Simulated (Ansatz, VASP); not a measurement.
## Ge in VASP and in Ansatz

```
Ge
1.0
     0.00000    2.83795    2.83795
     2.83795    0.00000    2.83795
     2.83795    2.83795    0.00000
Ge
2
Cartesian
  2.8380 2.8380 2.8380
  4.2569 4.2569 4.2569
```

Alike in both runs: functional PBEsol; k mesh 14 × 14 × 14; occupations fermi-dirac, width 0.05 eV; no spin polarisation.

Ansatz relaxed the structure, and its values are those at the end. VASP's run is a single point on that final structure, the one shown.

|  | VASP | Ansatz |
| --- | --- | --- |
| version | VASP 6.6.1 | Ansatz 0.2.0 |
| potentials or method | VASP PAW PBE potentials, release 64 (Ge_d) | PAW with Ansatz's default frozen-core files, scalar-relativistic |
| plane-wave cutoff (eV) | 520 | 420 |
| valence electrons in the cell | 28 | 28 |

```tsv
	VASP	Ansatz	Ansatz less VASP
pressure (GPa)	-0.4	0.0	+0.42
```

VASP's potentials were made for PBE, not for PBEsol.
